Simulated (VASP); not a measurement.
# HgTe (Coloradoite) (F-43m) in VASP: a series of runs

The runs below take HgTe (Coloradoite) through relaxation of cell and atoms, single point, with PBE+D3(BJ), PBE, PBEsol, r2SCAN.

All numbers are computed with VASP 6.6.1; they aren't measurements. Logs are shortened: lines on timing, memory, paths and dates and some standing lists are left out, and cuts for length are marked.

### 1 The cell of the first run

It takes space group F-43m (No. 216, cubic). Conventional cell: a = 6.429 Å, b = 6.429 Å, c = 6.429 Å, α = 90.00°, β = 90.00°, γ = 90.00°. Hg (site symmetry -43m) has 4 Te at 2.78 Å within 3.7 Å. Within 3.7 Å of Te (site symmetry -43m) lie 4 Hg at 2.78 Å.

### 2 Relaxation of cell and atoms, PBE+D3(BJ)

The input, INCAR:

```
  PREC = Accurate
  ENCUT = 600
  EDIFF = 1E-6
  ISMEAR = -1
  SIGMA = 0.05
  LREAL = F
  LASPH = T
  NELM = 100
  ALGO = Normal
  ISIF = 3
  LWAVE = F
  LCHARG = F
  GGA = PE
  IVDW = 12
  IBRION = 2
  NSW = 60
  EDIFFG = -0.01
```

The input, KPOINTS:

```
regular mesh
0
Gamma
  7 7 7
```

The input, POSCAR:

```
HgTe
1.0
    0.0000000000      3.2145000000      3.2145000000
    3.2145000000      0.0000000000      3.2145000000
    3.2145000000      3.2145000000      0.0000000000
Hg Te
1 1
Direct
    0.0000000000      0.0000000000      0.0000000000
    0.7500000000      0.7500000000      0.7500000000
```

Potentials or basis: VASP PAW PBE potentials, release 64 (Hg, Te).

Started as:

```
$ cat potpaw_PBE.64/Hg/POTCAR potpaw_PBE.64/Te/POTCAR > POTCAR
$ mpirun -np 1 vasp_std > vasp.out
```

OUTCAR:

```text
PREC = Accurate
   ENCUT = 600
   EDIFF = 1E-6
   ISMEAR = -1
   LREAL = F
   LASPH = T
   NELM = 100
   ISIF = 3
   GGA = PE
   IVDW = 12
   IBRION = 2
   NSW = 60
   EDIFFG = -0.01
 IVDW          = 12

 ion  position               nearest neighbor table
   1  0.000  0.000  0.000-   2 2.78   2 2.78   2 2.78   2 2.78
   2  0.750  0.750  0.750-   1 2.78   1 2.78   1 2.78   1 2.78

  LATTYP: Found a face centered cubic cell.
 ALAT       =     6.4290000000

  Lattice vectors:

 A1 = (   0.0000000000,   3.2145000000,   3.2145000000)
 A2 = (   3.2145000000,   0.0000000000,   3.2145000000)
 A3 = (   3.2145000000,   3.2145000000,   0.0000000000)

Analysis of symmetry for initial positions (statically):
=====================================================================
 Subroutine PRICEL returns:
 Original cell was already a primitive cell.

 Routine SETGRP: Setting up the symmetry group for a
 face centered cubic supercell.

 Subroutine GETGRP returns: Found 24 space group operations
 (whereof 24 operations were pure point group operations)
 out of a pool of 48 trial point group operations.

The static configuration has the point symmetry T_d .

Analysis of symmetry for dynamics (positions and initial velocities):
=====================================================================
 Subroutine PRICEL returns:
 Original cell was already a primitive cell.

 Routine SETGRP: Setting up the symmetry group for a
 face centered cubic supercell.

 Subroutine GETGRP returns: Found 24 space group operations
 (whereof 24 operations were pure point group operations)
 out of a pool of 48 trial point group operations.

The dynamic configuration has the point symmetry T_d .

 Subroutine INISYM returns: Found 24 space group operations
 (whereof 24 operations are pure point group operations),
 and found     1 'primitive' translations

----------------------------------------------------------------------------------------

                                     Primitive cell

  volume of cell :      66.4309

  direct lattice vectors                    reciprocal lattice vectors
     0.000000000  3.214500000  3.214500000    -0.155545186  0.155545186  0.155545186
     3.214500000  0.000000000  3.214500000     0.155545186 -0.155545186  0.155545186
     3.214500000  3.214500000  0.000000000     0.155545186  0.155545186 -0.155545186

  length of vectors
     4.545989496  4.545989496  4.545989496     0.269412165  0.269412165  0.269412165

  position of ions in fractional coordinates (direct lattice)
     0.000000000  0.000000000  0.000000000
     0.750000000  0.750000000  0.750000000

  ion indices of the primitive-cell ions
   primitive index   ion index
                 1           1
                 2           2

----------------------------------------------------------------------------------------

 KPOINTS: regular mesh

Automatic generation of k-mesh.
 Grid dimensions read from file:
 generate k-points for:    7    7    7

 Generating k-lattice:

  Cartesian coordinates                     Fractional coordinates (reciprocal lattice)
    -0.022220741  0.022220741  0.022220741     0.142857143  0.000000000  0.000000000
     0.022220741 -0.022220741  0.022220741     0.000000000  0.142857143  0.000000000
     0.022220741  0.022220741 -0.022220741     0.000000000  0.000000000  0.142857143

  Length of vectors
     0.038487452  0.038487452  0.038487452

  Shift w.r.t. Gamma in fractional coordinates (k-lattice)
     0.000000000  0.000000000  0.000000000

 Subroutine IBZKPT returns following result:
 ===========================================

 Found     20 irreducible k-points:

 Following reciprocal coordinates:
            Coordinates               Weight
  0.000000  0.000000  0.000000      1.000000
  0.142857  0.000000  0.000000      8.000000
  0.285714  0.000000  0.000000      8.000000
  0.428571  0.000000  0.000000      8.000000
  0.142857  0.142857  0.000000      6.000000
  0.285714  0.142857  0.000000     24.000000
[... 12 lines left out ...]
 -0.428571  0.428571  0.142857     24.000000
 -0.285714  0.428571  0.142857     24.000000
   k-points           NKPTS =     20   k-points in BZ     NKDIM =     20   number of bands    NBANDS=     13
   number of dos      NEDOS =    301   number of ions     NIONS =      2
   total plane-waves  NPLWV =  46656
   dimension x,y,z NGX =    36 NGY =   36 NGZ =   36
   dimension x,y,z NGXF=    72 NGYF=   72 NGZF=   72
   ions per type =               1   1
   NGX,Y,Z   is equivalent  to a cutoff of  13.17, 13.17, 13.17 a.u.
   NGXF,Y,Z  is equivalent  to a cutoff of  26.33, 26.33, 26.33 a.u.
 SYSTEM =  unknown system
   PREC   = accura    normal or accurate (medium, high low for compatibility)
   ISTART =      0    job   : 0-new  1-cont  2-samecut
   ICHARG =      2    charge: 1-file 2-atom 10-const
   ISPIN  =      1    spin polarized calculation?
   LNONCOLLINEAR =      F non collinear calculations
   LSORBIT =      F    spin-orbit coupling
   LASPH  =      T    aspherical Exc in radial PAW
   ENCUT  =  600.0 eV  44.10 Ry    6.64 a.u.   9.08  9.08  9.08*2*pi/ulx,y,z
   NELM   =    100;   NELMIN=  2; NELMDL= -5     # of ELM steps
   EDIFF  = 0.1E-05   stopping-criterion for ELM
   LREAL  =      F    real-space projection
   EDIFFG = -.1E-01   stopping-criterion for IOM
   NSW    =     60    number of steps for IOM
   IBRION =      2    ionic relax: 0-MD 1-quasi-New 2-CG
   NFREE  =      1    steps in history (QN), initial steepest desc. (CG)
   ISIF   =      3    stress and relaxation
   ISYM   =      2    0-nonsym 1-usesym 2-fastsym
   POTIM  = 0.5000    time-step for ionic-motion
   TEBEG  =    0.0;   TEEND  =   0.0 temperature during run
   PSTRESS=    0.0 pullay stress
   NELECT =      18.0000    total number of electrons
   NUPDOWN=      -1.0000    fix difference up-down
   EMIN   =  10.00;   EMAX   =-10.00  energy-range for DOS
   EFERMI =   0.00;   METHOD = LEGACY
   ISMEAR =    -1;   SIGMA  =   0.05  broadening in eV -4-tet -1-fermi 0-gaus
   EFERMI_NEDOS =   21; number of points for ismear=-14 and -15
   IALGO  =     38    algorithm
   IMIX   =      4    mixing-type and parameters
     AMIX     =   0.40;   BMIX     =  1.00
     AMIX_MAG =   1.60;   BMIX_MAG =  1.00
  volume/ion in A,a.u.               =      33.22       224.15
  Fermi-wavevector in a.u.,A,eV,Ry     =   1.059357  2.001894 15.268958  1.122237
  Thomas-Fermi vector in A             =   2.194699
   LORBIT       =      0    0 simple, 1 ext, 2 COOP (PROOUT), +10 PAW based schemes
   GGA     = PE    functional components
   LHFCALC =     F    Hartree Fock is set to
   AEXX    =    0.0000 exact exchange contribution
   IVDW    =    12    specifies the selected vdW correction
   LEPSILON=     F    determine dielectric tensor
   LRPA    =     F    only Hartree local field effects (RPA)
 conjugate gradient relaxation of ions
 non-spin polarized calculation
  energy-cutoff  :      600.00
  volume of cell :       66.43
 maximum number of plane-waves:      2239
   NGX = 19   NGY = 19   NGZ = 19

--------------------------------------- Ionic step        1  -------------------------------------------

 number of electron      18.0000000 magnetization

 Free energy of the ion-electron system (eV)
  ---------------------------------------------------
  ext. energy  EPLUGINS =         0.00000000
  ---------------------------------------------------
  free energy    TOTEN  =        -3.55183495 eV

  energy without entropy =       -3.55114813  energy(sigma->0) =       -3.55149154

------------------------ aborting loop because EDIFF is reached ----------------------------------------

 Edisp (eV)   -0.73415

 E8    (eV) :    -0.3337

  FORCE on cell =-STRESS in cart. coord.  units (eV):
  Direction    XX          YY          ZZ          XY          YZ          ZX
  --------------------------------------------------------------------------------------
  -------------------------------------------------------------------------------------
  Total       1.08009     1.08009     1.08009    -0.00000     0.00000     0.00000
  in kB      26.04947    26.04947    26.04947    -0.00000     0.00000     0.00000
  external pressure =       26.05 kB  Pullay stress =        0.00 kB

 VOLUME and BASIS-vectors are now :
 -----------------------------------------------------------------------------
  energy-cutoff  :      600.00
  volume of cell :       66.43
      direct lattice vectors                 reciprocal lattice vectors
     0.000000000  3.214500000  3.214500000    -0.155545186  0.155545186  0.155545186
     3.214500000  0.000000000  3.214500000     0.155545186 -0.155545186  0.155545186
     3.214500000  3.214500000  0.000000000     0.155545186  0.155545186 -0.155545186

 POSITION                                       TOTAL-FORCE (eV/Angst)
 -----------------------------------------------------------------------------------
      0.00000      0.00000      0.00000        -0.000000      0.000000      0.000000
      4.82175      4.82175      4.82175         0.000000      0.000000     -0.000000
 -----------------------------------------------------------------------------------
    total drift:                                0.000000      0.000000      0.000000
[... 25 lines left out ...]
 VOLUME and BASIS-vectors are now :
 -----------------------------------------------------------------------------
  energy-cutoff  :      600.00
  volume of cell :       71.76
      direct lattice vectors                 reciprocal lattice vectors
    -0.000000000  3.298247777  3.298247777    -0.151595645  0.151595645  0.151595645
     3.298247777  0.000000000  3.298247777     0.151595645 -0.151595645  0.151595645
     3.298247777  3.298247777 -0.000000000     0.151595645  0.151595645 -0.151595645

 POSITION                                       TOTAL-FORCE (eV/Angst)
 -----------------------------------------------------------------------------------
      6.59650      3.29825      3.29825        -0.000000     -0.000000     -0.000000
      4.94737      4.94737      4.94737         0.000000      0.000000      0.000000
 -----------------------------------------------------------------------------------
    total drift:                                0.000000      0.000000      0.000000

  FREE ENERGIE OF THE ION-ELECTRON SYSTEM (eV)
  ---------------------------------------------------
  free  energy   TOTEN  =        -4.3120094436 eV

  energy  without entropy=       -4.3112304912  energy(sigma->0) =       -4.31161997

--------------------------------------- Ionic step        3  -------------------------------------------

 number of electron      18.0000002 magnetization

 Free energy of the ion-electron system (eV)
  ---------------------------------------------------
  ext. energy  EPLUGINS =         0.00000000
  ---------------------------------------------------
  free energy    TOTEN  =        -3.62831482 eV

  energy without entropy =       -3.62756276  energy(sigma->0) =       -3.62793879

 E-fermi :   2.7271     XC(G=0):  -8.5595

 val. band max:        2.6827669622   @ k =   0.0000   0.0000   0.0000
 cond. band min:       3.3712218844   @ k =   0.1429   0.0000   0.0000
 fundamental gap:      0.6884549222
 Fermi energy:         2.7271300372

 k-point     1 :       0.0000    0.0000    0.0000
  band No.  band energies     occupation
      1      -9.0232      2.00000
      2      -4.4466      2.00000
      3      -4.4466      2.00000
      4      -4.4466      2.00000
      5      -3.9646      2.00000
      6      -3.9646      2.00000
      7       1.8606      2.00000
      8       2.6828      1.41665
      9       2.6828      1.41665
     10       2.6828      1.41665
     11       6.9821      0.00000
     12       6.9821      0.00000
     13       6.9821      0.00000

 k-point     2 :       0.1429    0.0000    0.0000
  band No.  band energies     occupation
      1      -8.9318      2.00000
      2      -4.4216      2.00000
      3      -4.4216      2.00000
      4      -4.4065      2.00000
      5      -3.9666      2.00000
      6      -3.9666      2.00000
      7       0.6311      2.00000
      8       2.4799      1.98587
      9       2.4799      1.98587
     10       3.3712      0.00001
     11       6.9246      0.00000
     12       7.2562      0.00000
     13       7.2562      0.00000
[... 303 lines left out ...]
 VOLUME and BASIS-vectors are now :
 -----------------------------------------------------------------------------
  energy-cutoff  :      600.00
  volume of cell :       70.29
      direct lattice vectors                 reciprocal lattice vectors
    -0.000000000  3.275513142  3.275513142    -0.152647838  0.152647838  0.152647838
     3.275513142  0.000000000  3.275513142     0.152647838 -0.152647838  0.152647838
     3.275513142  3.275513142 -0.000000000     0.152647838  0.152647838 -0.152647838

 POSITION                                       TOTAL-FORCE (eV/Angst)
 -----------------------------------------------------------------------------------
     -0.00000      0.00000      0.00000        -0.000000     -0.000000     -0.000000
      4.91327      4.91327      4.91327         0.000000      0.000000      0.000000
 -----------------------------------------------------------------------------------
    total drift:                                0.000000      0.000000      0.000000

  FREE ENERGIE OF THE ION-ELECTRON SYSTEM (eV)
  ---------------------------------------------------
  free  energy   TOTEN  =        -4.3156819322 eV

  energy  without entropy=       -4.3149298781  energy(sigma->0) =       -4.31530591

 reached required accuracy - stopping structural energy minimisation
```

Wall time 38 s (1 thread of AMD EPYC 9R45 (Zen 5), shared host); peak memory 0.21 GiB.

What came out:

| Property | Result |
| --- | --- |
| Free energy | -4.3157 eV |
| Relaxed volume | 35.14 Å³/atom |
| Relaxed cell | a = 4.632 Å, b = 4.632 Å, c = 4.632 Å, α = 60.00°, β = 60.00°, γ = 60.00° |
| Space group after relaxing (to 0.05 Å) | F-43m (No. 216) |
| Energy gained by relaxing | 14.8 meV/atom |
| Ionic steps | 3 |
| Pressure after relaxing | 0.0 GPa |
| Band gap on the k mesh | zero (filled and empty bands touch) |
| Dispersion energy per atom | -0.344 eV |

The path:
| step | energy change (eV) | largest force (eV/Å) | pressure (GPa) | volume (Å³) |
| --- | --- | --- | --- | --- |
| 1 | 0.0000 | 0.0000 | 2.60 | 66.43 |
| 2 | -0.0260 | 0.0000 | -0.78 | 71.76 |
| 3 | -0.0297 | 0.0000 | 0.01 | 70.29 |

Final structure:
```cif
data_structure
_symmetry_space_group_name_H-M 'P 1'
_symmetry_Int_Tables_number 1
_cell_length_a 4.6323
_cell_length_b 4.6323
_cell_length_c 4.6323
_cell_angle_alpha 60.000
_cell_angle_beta 60.000
_cell_angle_gamma 60.000
_cell_volume 70.29
loop_
_atom_site_label
_atom_site_type_symbol
_atom_site_fract_x
_atom_site_fract_y
_atom_site_fract_z
_atom_site_occupancy
Hg1 Hg 0.00000 0.00000 0.00000 1
Te1 Te 0.75000 0.75000 0.75000 1
```

Caveat: spin-orbit coupling is left out, which moves the levels of the heavy elements; pairwise dispersion overbinds metals, which lowers pressure and volume.

### 3 Single point, PBE

The input, INCAR:

```
PREC = Accurate ; ENCUT = 520
EDIFF = 1E-7 ; ISMEAR = 0
SIGMA = 0.05 ; LREAL = F
LASPH = T ; NELM = 100
ALGO = Normal ; ISIF = 2
LWAVE = F ; LCHARG = F
GGA = PE ; NBANDS = 16
```

The input, KPOINTS:

```
Automatic mesh
0
Gamma
  7 7 7
```

The input, POSCAR:

```
HgTe
1.0
    4.5459895000      0.0000000000      0.0000000000
    2.2729947500      3.9369423923      0.0000000000
    2.2729947500      1.3123141308      3.7117848837
Hg Te
1 1
Direct
    0.0000000000      0.0000000000      0.0000000000
    0.7500000000      0.7500000000      0.7500000000
```

Potentials or basis: VASP PAW PBE potentials, release 64 (Hg, Te).

Started as:

```
$ cat potpaw_PBE.64/Hg/POTCAR potpaw_PBE.64/Te/POTCAR > POTCAR
$ mpirun -np 1 vasp_std > vasp.out
```

It used 18 s of CPU time on 1 thread of Intel Xeon 6975P-C, on a shared host.

Results (log left out):

- Free energy: -3.5514 eV
- Pressure: 4.6 GPa
- Band gap on the k mesh: zero (filled and empty bands touch)

Levels at points of the mesh, in eV from the Fermi level:
| k point | band 7 | band 8 | band 9 | band 10 | band 11 | band 12 |
| --- | --- | --- | --- | --- | --- | --- |
| (0.00, 0.00, 0.00) | -0.70 | -0.02 | -0.02 | -0.02 | 4.18 | 4.18 |

Caveat: spin-orbit coupling is left out, which moves the levels of the heavy elements.

(Continued in part 2 of 2.)
